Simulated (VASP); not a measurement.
# Au in VASP: single point with PBE

Aim: the single point of Au with PBE.

All numbers are computed with VASP 6.6.1; they aren't measurements. Logs are shortened: lines on timing, memory, paths and dates and some standing lists are left out, and cuts for length are marked.

## 1. The cell of the first run

The cell holds a slab with vacuum, 6 atoms: a = 2.940 Å, b = 4.158 Å, c = 23.350 Å, α = 90.00°, β = 90.00°, γ = 90.00°.

## 2. Single point, PBE

The input, INCAR:

```
SYSTEM = Au
ALGO = Normal
DIPOL = 0.5 0.5 0.500
EDIFF = 1E-7
ENCUT = 520
GGA = PE
IDIPOL = 3
ISIF = 2
ISMEAR = -1
LASPH = .TRUE.
LCHARG = .FALSE.
LDIPOL = .TRUE.
LREAL = .FALSE.
LWAVE = .FALSE.
NBANDS = 42
NELM = 100
PREC = Accurate
SIGMA = 0.05
```

The input, KPOINTS:

```
k-points
0
G
  12 9 1
  0 0 0
```

The input, POSCAR:

```
Au
1.0
    2.9400990585      0.0000000000      0.0000000000
    0.0000000000      4.1579279633      0.0000000000
    0.0000000000      0.0000000000     23.3502000000
Au
6
Direct
    0.2500000000      0.2500000000      0.3469640500
    0.7500000000      0.7500000000      0.4011274947
    0.2500000000      0.2500000000      0.4707609736
    0.7500000000      0.7500000000      0.5292390263
    0.2500000000      0.2500000000      0.5988725027
    0.7500000000      0.7500000000      0.6530359528
```

Potentials or basis: VASP PAW PBE potentials, release 64 (Au).

The run is started by

```sh
$ cat potpaw_PBE.64/Au/POTCAR > POTCAR
$ mpirun -np 1 vasp_std > vasp.out
```

OUTCAR:

```text
SYSTEM = Au
   EDIFF = 1E-7
   ENCUT = 520
   GGA = PE
   ISIF = 2
   ISMEAR = -1
   LASPH = .TRUE.
   LREAL = .FALSE.
   NELM = 100
   PREC = Accurate

 ion  position               nearest neighbor table
   1  0.250  0.250  0.347-   2 2.84   2 2.84   2 2.84   2 2.84   3 2.89
   2  0.750  0.750  0.401-   1 2.84   1 2.84   1 2.84   1 2.84   4 2.99   3 3.02   3 3.02   3 3.02
                             3 3.02
   3  0.250  0.250  0.471-   4 2.89   4 2.89   4 2.89   4 2.89   1 2.89   5 2.99   2 3.02   2 3.02
                             2 3.02   2 3.02
   4  0.750  0.750  0.529-   3 2.89   3 2.89   3 2.89   3 2.89   6 2.89   2 2.99   5 3.02   5 3.02
                             5 3.02   5 3.02
   5  0.250  0.250  0.599-   6 2.84   6 2.84   6 2.84   6 2.84   3 2.99   4 3.02   4 3.02   4 3.02
                             4 3.02
   6  0.750  0.750  0.653-   5 2.84   5 2.84   5 2.84   5 2.84   4 2.89

  LATTYP: Found a simple orthorhombic cell.
 ALAT       =     2.9400990585
 B/A-ratio  =     1.4142135624
 C/A-ratio  =     7.9419773060

  Lattice vectors:

 A1 = (   2.9400990585,   0.0000000000,   0.0000000000)
 A2 = (   0.0000000000,   4.1579279633,   0.0000000000)
 A3 = (   0.0000000000,   0.0000000000,  23.3502000000)

Analysis of symmetry for initial positions (statically):
=====================================================================
 Subroutine PRICEL returns:
 Original cell was already a primitive cell.

 Routine SETGRP: Setting up the symmetry group for a
 simple orthorhombic supercell.

 Subroutine GETGRP returns: Found  8 space group operations
 (whereof  2 operations were pure point group operations)
 out of a pool of  8 trial point group operations.

The static configuration has the point symmetry S_2 .
 The point group associated with its full space group is D_2h.

Analysis of symmetry for dynamics (positions and initial velocities):
=====================================================================
 Subroutine PRICEL returns:
 Original cell was already a primitive cell.

 Routine SETGRP: Setting up the symmetry group for a
 simple orthorhombic supercell.

 Subroutine GETGRP returns: Found  8 space group operations
 (whereof  2 operations were pure point group operations)
 out of a pool of  8 trial point group operations.

The dynamic configuration has the point symmetry S_2 .
 The point group associated with its full space group is D_2h.

 Subroutine INISYM returns: Found  8 space group operations
 (whereof  2 operations are pure point group operations),
 and found     1 'primitive' translations

[... 114 lines left out ...]
   NUPDOWN=      -1.0000    fix difference up-down
   EMIN   =  10.00;   EMAX   =-10.00  energy-range for DOS
   EFERMI =   0.00;   METHOD = LEGACY
   ISMEAR =    -1;   SIGMA  =   0.05  broadening in eV -4-tet -1-fermi 0-gaus
   EFERMI_NEDOS =   21; number of points for ismear=-14 and -15
   IALGO  =     38    algorithm
   IMIX   =      4    mixing-type and parameters
     AMIX     =   0.40;   BMIX     =  1.00
     AMIX_MAG =   1.60;   BMIX_MAG =  1.00
  volume/ion in A,a.u.               =      47.57       321.05
  Fermi-wavevector in a.u.,A,eV,Ry     =   1.004800  1.898797 13.736756  1.009623
  Thomas-Fermi vector in A             =   2.137439
   LORBIT       =      0    0 simple, 1 ext, 2 COOP (PROOUT), +10 PAW based schemes
   GGA     = PE    functional components
   LHFCALC =     F    Hartree Fock is set to
   AEXX    =    0.0000 exact exchange contribution
   IVDW    =     0    specifies the selected vdW correction
   LEPSILON=     F    determine dielectric tensor
   LRPA    =     F    only Hartree local field effects (RPA)
 non-spin polarized calculation
  energy-cutoff  :      520.00
  volume of cell :      285.45
 maximum number of plane-waves:      7787
 NGX is ok and might be reduce to    24
   NGX = 11   NGY = 15   NGZ = 87

 dipolmoment           0.000000      0.000000     -0.000000 electrons x Angstroem

 number of electron      65.9999993 magnetization

 dipolmoment           0.000000      0.000000      0.000001 electrons x Angstroem

 Free energy of the ion-electron system (eV)
  ---------------------------------------------------
  ext. energy  EPLUGINS =         0.00000000
  ---------------------------------------------------
  free energy    TOTEN  =       -17.93605825 eV

  energy without entropy =      -17.91377663  energy(sigma->0) =      -17.92491744

 E-fermi :   0.1118     XC(G=0):  -5.4245

 val. band max:        0.0884722567   @ k =   0.0000   0.4444   0.0000
 cond. band min:       0.1233243364   @ k =   0.4167   0.3333   0.0000
 fundamental gap:      0.0348520797
 Fermi energy:         0.1118324422

 k-point     1 :       0.0000    0.0000    0.0000
  band No.  band energies     occupation
      1      -8.5921      2.00000
      2      -7.3661      2.00000
      3      -6.1331      2.00000
      4      -6.0179      2.00000
      5      -5.7027      2.00000
      6      -5.6847      2.00000
[... 1069 lines left out ...]
     41       6.4640      0.00000
     42       7.0905      0.00000

 [... further k-points ...]

------------------------ aborting loop because EDIFF is reached ----------------------------------------

 vacuum level on the upper side and lower side of the slab       (xc-potential included)        -0.008        -0.008

  FORCE on cell =-STRESS in cart. coord.  units (eV):
  Direction    XX          YY          ZZ          XY          YZ          ZX
  --------------------------------------------------------------------------------------
  -------------------------------------------------------------------------------------
  Total       -3.4963019     -1.0970997     -0.1647165      0.0000000      0.0000000      0.0000000
  in kB      -19.6241105     -6.1578222     -0.9245240      0.0000000      0.0000000      0.0000000
  external PRESSURE =      -8.9021522 kB  Pullay stress =       0.0000000 kB

 VOLUME and BASIS-vectors are now :
 -----------------------------------------------------------------------------
  energy-cutoff  :      520.00
  volume of cell :      285.45
      direct lattice vectors                 reciprocal lattice vectors
     2.940099058  0.000000000  0.000000000     0.340124594  0.000000000  0.000000000
     0.000000000  4.157927963  0.000000000     0.000000000  0.240504407  0.000000000
     0.000000000  0.000000000 23.350200000     0.000000000  0.000000000  0.042826186

 POSITION                                       TOTAL-FORCE (eV/Angst)
 -----------------------------------------------------------------------------------
      0.73502      1.03948      8.10168        -0.000000     -0.000000      0.009690
      2.20507      3.11845      9.36641        -0.000000      0.000000      0.003367
      0.73502      1.03948     10.99236        -0.000000      0.000000      0.000505
      2.20507      3.11845     12.35784        -0.000000      0.000000     -0.000505
      0.73502      1.03948     13.98379         0.000000      0.000000     -0.003367
      2.20507      3.11845     15.24852         0.000000     -0.000000     -0.009690
 -----------------------------------------------------------------------------------
    total drift:                                0.000000      0.000000      0.000160

  FREE ENERGIE OF THE ION-ELECTRON SYSTEM (eV)
  ---------------------------------------------------
  free  energy   TOTEN  =       -17.9360582486 eV

  energy  without entropy=      -17.9137766274  energy(sigma->0) =      -17.92491744

 vacuum level on the upper side and lower side of the slab         5.086         5.086
```

It used 1400 s of CPU time on 1 thread of AMD EPYC 7R13 Processor (Zen 3), with other jobs on the host.

What came out:

```yaml
Free_energy: -17.9361 eV
Largest_force: 0.010 eV/Å
Band_gap_on_the_k_mesh: zero (band 33 reaches 2.37 eV, above the bottom of band 34 at -1.40 eV)
```

Forces in eV/Å, atoms in the order of the input:
```
Au   0.000  0.000  0.010
Au   0.000  0.000  0.003
Au   0.000  0.000  0.001
Au   0.000  0.000 -0.001
Au   0.000  0.000 -0.003
Au   0.000  0.000 -0.010
```

Levels at points of the mesh, in eV from the Fermi level:
```
           k point  band 31  band 32  band 33  band 34  band 35  band 36
(0.00, 0.00, 0.00)    -1.72    -1.66    -1.52    -0.49     1.84     2.27
(0.50, 0.00, 0.00)    -0.08    -0.08     0.41     0.41     1.37     1.37
```

Caveat: spin-orbit coupling is left out, which moves the levels of the heavy elements.
